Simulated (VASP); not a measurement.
# Hf (P6_3/mmc) in VASP: further runs

Runs on Hf. Level: r2SCAN. Tasks: single point.

All numbers are computed with VASP 6.6.1; they aren't measurements. Logs are shortened: lines on timing, memory, paths and dates and some standing lists are left out, and cuts for length are marked.

### Step 1. The cell of the first run

The structure is hexagonal, space group P6_3/mmc (No. 194). Conventional cell: a = 3.199 Å, b = 3.199 Å, c = 5.051 Å, α = 90.00°, β = 90.00°, γ = 120.00°. Within 4.1 Å of Hf (site symmetry -6m2) lie 12 Hf at 3.13 to 3.20 Å.

### Step 2. Single point, r2SCAN

POSCAR

```
Hf
1.0
    3.1987335297      0.0000000000      0.0000000000
   -1.5993667648      2.7701844966      0.0000000000
    0.0000000000      0.0000000000      5.0505021987
Hf
2
Direct
    0.3333333333      0.6666666667      0.2500000000
    0.6666666667      0.3333333333      0.7500000000
```

INCAR.step1

```
  PREC = Accurate
  ENCUT = 520
  ISMEAR = 0
  SIGMA = 1.0
  LREAL = False
  LASPH = True
  NELM = 80
  NBANDS = 17
  GGA = PE
  ALGO = Normal
  EDIFF = 1E-4
  LWAVE = True
  LCHARG = False
```

INCAR.step2

```
  PREC = Accurate
  ENCUT = 520
  EDIFF = 1E-7
  ISMEAR = 0
  SIGMA = 1.0
  LREAL = False
  LASPH = True
  NELM = 80
  ALGO = Normal
  ISIF = 2
  LWAVE = False
  LCHARG = True
  METAGGA = R2SCAN
  LMIXTAU = True
  LELF = True
  LVHAR = True
  NBANDS = 17
  ISTART = 1
```

KPOINTS

```
Automatic mesh
0
Gamma
  11 11 6
```

Potentials or basis: VASP PAW PBE potentials, release 64 (Hf_pv).

Run with:

```sh
> cat potpaw_PBE.64/Hf_pv/POTCAR > POTCAR
> cp INCAR.step1 INCAR
> mpirun -np 1 vasp_std > vasp.out
> cp INCAR.step2 INCAR
> mpirun -np 1 vasp_std > vasp.out
```

OUTCAR:

```text
PREC = Accurate
   ENCUT = 520
   EDIFF = 1E-7
   ISMEAR = 0
   LREAL = False
   LASPH = True
   NELM = 80
   ISIF = 2
   METAGGA = R2SCAN
   ISTART = 1

 ion  position               nearest neighbor table
   1  0.333  0.667  0.250-   2 3.13   2 3.13   2 3.13   2 3.13   2 3.13   2 3.13
   2  0.667  0.333  0.750-   1 3.13   1 3.13   1 3.13   1 3.13   1 3.13   1 3.13

  LATTYP: Found a hexagonal cell.
 ALAT       =     3.1987335297
 C/A-ratio  =     1.5789068242

  Lattice vectors:

 A1 = (   3.1987335297,   0.0000000000,   0.0000000000)
 A2 = (  -1.5993667648,   2.7701844966,   0.0000000000)
 A3 = (   0.0000000000,   0.0000000000,   5.0505021987)

Analysis of symmetry for initial positions (statically):
=====================================================================
 Subroutine PRICEL returns:
 Original cell was already a primitive cell.

 Routine SETGRP: Setting up the symmetry group for a
 hexagonal supercell.

 Subroutine GETGRP returns: Found 24 space group operations
 (whereof 12 operations were pure point group operations)
 out of a pool of 24 trial point group operations.

The static configuration has the point symmetry D_3d.
 The point group associated with its full space group is D_6h.

Analysis of symmetry for dynamics (positions and initial velocities):
=====================================================================
 Subroutine PRICEL returns:
 Original cell was already a primitive cell.

 Routine SETGRP: Setting up the symmetry group for a
 hexagonal supercell.

 Subroutine GETGRP returns: Found 24 space group operations
 (whereof 12 operations were pure point group operations)
 out of a pool of 24 trial point group operations.

The dynamic configuration has the point symmetry D_3d.
 The point group associated with its full space group is D_6h.

 Subroutine INISYM returns: Found 24 space group operations
 (whereof 12 operations are pure point group operations),
 and found     1 'primitive' translations

----------------------------------------------------------------------------------------

                                     Primitive cell

  volume of cell :      44.7529

  direct lattice vectors                    reciprocal lattice vectors
     3.198733530  0.000000000  0.000000000     0.312623728  0.180493393  0.000000000
    -1.599366765  2.770184497  0.000000000     0.000000000  0.360986787  0.000000000
     0.000000000  0.000000000  5.050502199     0.000000000  0.000000000  0.198000112

[... 82 lines left out ...]
   NELM   =     80;   NELMIN=  2; NELMDL=  0     # of ELM steps
   EDIFF  = 0.1E-06   stopping-criterion for ELM
   LREAL  =      F    real-space projection
   EDIFFG = 0.1E-05   stopping-criterion for IOM
   NSW    =      0    number of steps for IOM
   IBRION =     -1    ionic relax: 0-MD 1-quasi-New 2-CG
   NFREE  =      0    steps in history (QN), initial steepest desc. (CG)
   ISIF   =      2    stress and relaxation
   ISYM   =      2    0-nonsym 1-usesym 2-fastsym
   POTIM  = 0.5000    time-step for ionic-motion
   TEBEG  =    0.0;   TEEND  =   0.0 temperature during run
   PSTRESS=    0.0 pullay stress
   NELECT =      20.0000    total number of electrons
   NUPDOWN=      -1.0000    fix difference up-down
   EMIN   =  10.00;   EMAX   =-10.00  energy-range for DOS
   EFERMI =   0.00;   METHOD = LEGACY
   ISMEAR =     0;   SIGMA  =   1.00  broadening in eV -4-tet -1-fermi 0-gaus
   EFERMI_NEDOS =   21; number of points for ismear=-14 and -15
   IALGO  =     38    algorithm
   IMIX   =      4    mixing-type and parameters
     AMIX     =   0.40;   BMIX     =  1.00
     AMIX_MAG =   1.60;   BMIX_MAG =  1.00
  volume/ion in A,a.u.               =      22.38       151.00
  Fermi-wavevector in a.u.,A,eV,Ry     =   1.251635  2.365247 21.314756  1.566590
  Thomas-Fermi vector in A             =   2.385573
   LORBIT       =      0    0 simple, 1 ext, 2 COOP (PROOUT), +10 PAW based schemes
   METAGGA = R2SCAN    functional components
   LHFCALC =     F    Hartree Fock is set to
   AEXX    =    0.0000 exact exchange contribution
   IVDW    =     0    specifies the selected vdW correction
   LEPSILON=     F    determine dielectric tensor
   LRPA    =     F    only Hartree local field effects (RPA)
 non-spin polarized calculation
 Gauss-broadening in eV      SIGMA  =   1.00
  energy-cutoff  :      520.00
  volume of cell :       44.75
 maximum number of plane-waves:      1222
 NGX is ok and might be reduce to    24
   NGX = 11   NGY = 11   NGZ = 19

 number of electron      20.0000004 magnetization

 Free energy of the ion-electron system (eV)
  ---------------------------------------------------
  ext. energy  EPLUGINS =         0.00000000
  ---------------------------------------------------
  free energy    TOTEN  =       -90.76276083 eV

  energy without entropy =      -89.70315288  energy(sigma->0) =      -90.23295686

 E-fermi :   4.7315     XC(G=0): -12.1579

 val. band max:        4.7312286147   @ k =   0.3636   0.2727   0.3333
 cond. band min:       4.7528450241   @ k =   0.1818  -0.0000   0.0000
 fundamental gap:      0.0216164095
 Fermi energy:         4.7314888456

 k-point     1 :       0.0000    0.0000    0.0000
  band No.  band energies     occupation
      1     -27.3573      2.00000
      2     -26.6219      2.00000
      3     -26.6219      2.00000
      4     -26.4912      2.00000
      5     -26.4912      2.00000
      6     -26.4551      2.00000
[... 457 lines left out ...]
      4     -26.6943      2.00000
      5     -26.5616      2.00000
      6     -26.5330      2.00000
[... 9 lines left out ...]
     16       8.8106      0.00000
     17      11.0668      0.00000

 [... further k-points ...]

------------------------ aborting loop because EDIFF is reached ----------------------------------------

  FORCE on cell =-STRESS in cart. coord.  units (eV):
  Direction    XX          YY          ZZ          XY          YZ          ZX
  --------------------------------------------------------------------------------------
  -------------------------------------------------------------------------------------
  Total        0.0842387      0.0842387      0.7261242      0.0000000      0.0000000     -0.0000000
  in kB        3.0157893      3.0157893     25.9956180      0.0000000      0.0000000     -0.0000000
  external PRESSURE =      10.6757322 kB  Pullay stress =       0.0000000 kB

 VOLUME and BASIS-vectors are now :
 -----------------------------------------------------------------------------
  energy-cutoff  :      520.00
  volume of cell :       44.75
      direct lattice vectors                 reciprocal lattice vectors
     3.198733530  0.000000000  0.000000000     0.312623728  0.180493393  0.000000000
    -1.599366765  2.770184497  0.000000000     0.000000000  0.360986787  0.000000000
     0.000000000  0.000000000  5.050502199     0.000000000  0.000000000  0.198000112

 POSITION                                       TOTAL-FORCE (eV/Angst)
 -----------------------------------------------------------------------------------
     -0.00000      1.84679      1.26263        -0.000000      0.000000      0.000000
      1.59937      0.92339      3.78788         0.000000      0.000000      0.000000
 -----------------------------------------------------------------------------------
    total drift:                               -0.000000      0.000000     -0.000000

  FREE ENERGIE OF THE ION-ELECTRON SYSTEM (eV)
  ---------------------------------------------------
  free  energy   TOTEN  =       -90.7627608346 eV

  energy  without entropy=      -89.7031528797  energy(sigma->0) =      -90.23295686
```

OSZICAR.step1:

```text
N       E                     dE             d eps       ncg     rms          rms(c)
DAV:   1     0.515021388222E+02    0.51502E+02   -0.11341E+04  2176   0.112E+03
DAV:   2    -0.189824321244E+02   -0.70485E+02   -0.68569E+02  2824   0.250E+02
DAV:   3    -0.210220249892E+02   -0.20396E+01   -0.19948E+01  2776   0.278E+01
DAV:   4    -0.210406809579E+02   -0.18656E-01   -0.18615E-01  2759   0.308E+00
DAV:   5    -0.210408532658E+02   -0.17231E-03   -0.17229E-03  2812   0.273E-01    0.642E+01
DAV:   6    -0.205499664419E+02    0.49089E+00   -0.46192E-01  2558   0.439E+00    0.381E+01
DAV:   7    -0.203840025585E+02    0.16596E+00   -0.76090E-01  2633   0.543E+00    0.182E+00
DAV:   8    -0.203738687242E+02    0.10134E-01   -0.50181E-02  2591   0.146E+00    0.239E-01
DAV:   9    -0.203739734313E+02   -0.10471E-03   -0.10909E-03  2926   0.235E-01    0.177E-01
DAV:  10    -0.203739610528E+02    0.12378E-04   -0.64088E-05  1553   0.555E-02
   1 F= -.20373961E+02 E0= -.19785673E+02  d E =-.117658E+01
```

It took 2.1 min on 1 thread of AMD EPYC 9R45 (Zen 5), shared host; peak memory 0.16 GiB.

What came out:

```
Free energy            : -90.7628 eV
Pressure               : 1.1 GPa
Band gap on the k mesh : zero (bands 10 and 11 overlap by 1.71 eV)
```

Stress tensor (GPa, compression positive):
```
0.30 0.00 0.00
0.00 0.30 0.00
0.00 0.00 2.60
```

Caveat: so wide a smearing shifts energies and pressures; the PAW data sets were made with another functional, which shifts forces and pressure a little; spin-orbit coupling is left out, which moves the levels of the heavy elements.

### Step 3. Single point, r2SCAN

POSCAR is that of step 2.

INCAR.step1

```
ALGO     = Normal         # electronic algorithm
EDIFF    = 1E-4           # SCF threshold, eV
ENCUT    = 520            # plane-wave cutoff, eV
GGA      = PE             # functional
ISMEAR   = 1              # smearing method
LASPH    = True           # aspherical terms in the spheres
LCHARG   = False          # write CHGCAR
LREAL    = False          # projectors in reciprocal space
LWAVE    = True           # write WAVECAR
NBANDS   = 17             # bands
NELM     = 100            # most SCF steps
PREC     = Accurate       # precision mode
SIGMA    = 0.01           # smearing width, eV
```

INCAR.step2

```
ALGO     = Normal         # electronic algorithm
EDIFF    = 1E-6           # SCF threshold, eV
ENCUT    = 520            # plane-wave cutoff, eV
ISIF     = 2              # what is computed and relaxed
ISMEAR   = 1              # smearing method
ISTART   = 1            
LASPH    = True           # aspherical terms in the spheres
LCHARG   = False          # write CHGCAR
LMIXTAU  = True         
LREAL    = False          # projectors in reciprocal space
LWAVE    = False          # write WAVECAR
METAGGA  = R2SCAN         # meta-GGA
NBANDS   = 17             # bands
NELM     = 100            # most SCF steps
PREC     = Accurate       # precision mode
SIGMA    = 0.01           # smearing width, eV
```

KPOINTS

```
k-points
0
Gamma
  11 11 6
```

Potentials or basis: VASP PAW PBE potentials, release 64 (Hf_pv).

Run with:

```sh
> cat potpaw_PBE.64/Hf_pv/POTCAR > POTCAR
> cp INCAR.step1 INCAR
> mpirun -np 1 vasp_std > vasp.out
> cp INCAR.step2 INCAR
> mpirun -np 1 vasp_std > vasp.out
```

Run time: 1.7 min. Hardware: 1 thread of AMD EPYC 9R45 (Zen 5), shared host; peak memory 0.16 GiB.

Results (log left out):

```yaml
Free_energy: -90.3029 eV
Pressure: -0.6 GPa
Band_gap_on_the_k_mesh: zero (bands 10 and 11 overlap by 1.70 eV)
```

Stress tensor (GPa, compression positive):
```
-0.54  0.00  0.00
 0.00 -0.54  0.00
 0.00  0.00 -0.70
```

Levels at points of the mesh, in eV from the Fermi level:
```csv
k point,band 7,band 8,band 9,band 10,band 11,band 12,band 13,band 14
"(0.00, 0.00, 0.00)",-7.77,-3.85,0.41,1.31,1.31,1.64,2.19,2.19
"(0.00, 0.00, 0.50)",-5.70,-5.70,0.15,0.15,1.21,1.21,1.21,1.21
```

Caveat: the PAW data sets were made with another functional, which shifts forces and pressure a little; spin-orbit coupling is left out, which moves the levels of the heavy elements.

### Step 4. Single point, r2SCAN

POSCAR is that of step 3.

INCAR.step1

```
SYSTEM = Hf
  ALGO = Normal
  EDIFF = 1E-4
  ENCUT = 520
  GGA = PE
  ISMEAR = 1
  LASPH = .TRUE.
  LCHARG = .FALSE.
  LREAL = .FALSE.
  LWAVE = .TRUE.
  NBANDS = 17
  NELM = 60
  PREC = Accurate
  SIGMA = 0.03
```

INCAR.step2

```
SYSTEM = Hf
  ALGO = Normal
  EDIFF = 1E-7
  ENCUT = 520
  ISIF = 2
  ISMEAR = 1
  ISTART = 1
  LASPH = .TRUE.
  LCHARG = .TRUE.
  LELF = .TRUE.
  LMIXTAU = .TRUE.
  LREAL = .FALSE.
  LVHAR = .TRUE.
  LWAVE = .FALSE.
  METAGGA = R2SCAN
  NBANDS = 17
  NELM = 60
  PREC = Accurate
  SIGMA = 0.03
```

KPOINTS

```
k-points
0
G
  11 11 6
  0 0 0
```

Run with:

```sh
> cat potpaw_PBE.64/Hf_pv/POTCAR > POTCAR
> cp INCAR.step1 INCAR
> mpirun -np 1 vasp_std > vasp.out
> cp INCAR.step2 INCAR
> mpirun -np 1 vasp_std > vasp.out
```

Run time: 2.4 min. Hardware: 1 thread of AMD EPYC 9R45 (Zen 5), shared host; peak memory 0.16 GiB.

The run converged. Its results:

```
Free energy            : -90.3029 eV
Pressure               : -0.6 GPa
Band gap on the k mesh : zero (bands 10 and 11 overlap by 1.70 eV)
```

Stress tensor (GPa, compression positive):
```
-0.56  0.00  0.00
 0.00 -0.56  0.00
 0.00  0.00 -0.66
```

Levels at points of the mesh, in eV from the Fermi level:
| k point | band 7 | band 8 | band 9 | band 10 | band 11 | band 12 | band 13 | band 14 |
| --- | --- | --- | --- | --- | --- | --- | --- | --- |
| (0.00, 0.00, 0.00) | -7.76 | -3.85 | 0.41 | 1.32 | 1.32 | 1.64 | 2.20 | 2.20 |
| (0.00, 0.00, 0.50) | -5.69 | -5.69 | 0.15 | 0.15 | 1.22 | 1.22 | 1.22 | 1.22 |

Caveat: the PAW data sets were made with another functional, which shifts forces and pressure a little; spin-orbit coupling is left out, which moves the levels of the heavy elements.

### Step 5. Single point, r2SCAN

POSCAR is that of step 4.

INCAR.step1

```
  ALGO = Normal
  EDIFF = 1E-4
  ENCUT = 520
  GGA = PE
  ISMEAR = 1
  LASPH = True
  LCHARG = False
  LREAL = False
  LWAVE = True
  NBANDS = 17
  NELM = 100
  PREC = Accurate
  SIGMA = 0.1
```

INCAR.step2

```
  ALGO = Normal
  EDIFF = 1E-7
  ENCUT = 520
  ISIF = 2
  ISMEAR = 1
  ISTART = 1
  LASPH = True
  LCHARG = False
  LMIXTAU = True
  LREAL = False
  LWAVE = False
  METAGGA = R2SCAN
  NBANDS = 17
  NELM = 100
  PREC = Accurate
  SIGMA = 0.1
```

KPOINTS

```
k-points
0
Gamma
  11 11 6
```

Run with:

```sh
> cat potpaw_PBE.64/Hf_pv/POTCAR > POTCAR
> cp INCAR.step1 INCAR
> mpirun -np 1 vasp_std > vasp.out
> cp INCAR.step2 INCAR
> mpirun -np 1 vasp_std > vasp.out
```

It took 2.1 min on 1 thread of AMD EPYC 9R45 (Zen 5), shared host; peak memory 0.16 GiB.

The run converged. Its results:

| Property | Result |
| --- | --- |
| Free energy | -90.3034 eV |
| Pressure | -0.5 GPa |
| Band gap on the k mesh | zero (bands 10 and 11 overlap by 1.70 eV) |

Stress tensor (GPa, compression positive):
```
-0.49  0.00  0.00
 0.00 -0.49  0.00
 0.00  0.00 -0.63
```

Levels at points of the mesh, in eV from the Fermi level:
| k point | band 8 | band 9 | band 10 | band 11 | band 12 | band 13 |
| --- | --- | --- | --- | --- | --- | --- |
| (0.00, 0.00, 0.00) | -3.84 | 0.42 | 1.32 | 1.32 | 1.65 | 2.20 |
| (0.00, 0.00, 0.50) | -5.69 | 0.16 | 0.16 | 1.22 | 1.22 | 1.22 |

Caveat: the PAW data sets were made with another functional, which shifts forces and pressure a little; spin-orbit coupling is left out, which moves the levels of the heavy elements.

### Step 6. The runs side by side

| smearing | gap on the mesh (eV) | pressure (GPa) |
| --- | --- | --- |
| gaussian 1 eV | none | 1.1 |
| methfessel-paxton 0.01 eV | none | -0.6 |
| methfessel-paxton 0.03 eV | none | -0.6 |
| methfessel-paxton 0.1 eV | none | -0.5 |

Alike in all rows: task single point; level r2SCAN; potentials or basis VASP PAW PBE potentials, release 64 (Hf_pv); no spin polarisation; cell as given; k mesh 11 × 11 × 6; cutoff (eV) 520.

Caveats: the PAW data sets were made with another functional, which shifts forces and pressure a little; spin-orbit coupling is left out, which moves the levels of the heavy elements; so wide a smearing shifts energies and pressures (at least some runs).

Total energies depend on the potentials used, so only differences within one code and one set of settings carry meaning.

The gap in the log of VASP goes by the Fermi energy; the results here count the filled bands.